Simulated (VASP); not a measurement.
Input of a VASP 6.6.1 run:

INCAR

```
SYSTEM = InSb
  PREC = Accurate
  ENCUT = 520
  EDIFF = 1E-6
  ISMEAR = -1
  SIGMA = 0.03
  LREAL = .False.
  LASPH = .True.
  NELM = 60
  ALGO = Normal
  ISIF = 2
  LWAVE = .False.
  LCHARG = .True.
  GGA = PE
  LELF = .True.
  LVHAR = .True.
  NBANDS = 16
```

Contents of KPOINTS:

```
regular mesh
0
Gamma
  10 10 10
  0 0 0
```

The input POSCAR:

```
InSb
1.0
    0.0000000000      3.1729773647      3.1729773647
    3.1729773647      0.0000000000      3.1729773647
    3.1729773647      3.1729773647      0.0000000000
In Sb
1 1
Direct
    0.0000000000      0.0000000000      0.0000000000
    0.7500000000      0.7500000000      0.7500000000
```

Potentials or basis: VASP PAW PBE potentials, release 64 (In_d, Sb).

Launch:

```console
$ cat potpaw_PBE.64/In_d/POTCAR potpaw_PBE.64/Sb/POTCAR > POTCAR
$ mpirun -np 1 vasp_std > vasp.out
```

What does it give for the band gap on the k mesh?

0.17 eV.

What does it give for the pressure?

6.7 GPa.

Caveat: the cell stands under pressure; spin-orbit coupling is left out, which moves the levels of the heavy elements. A k mesh can miss the band edges.
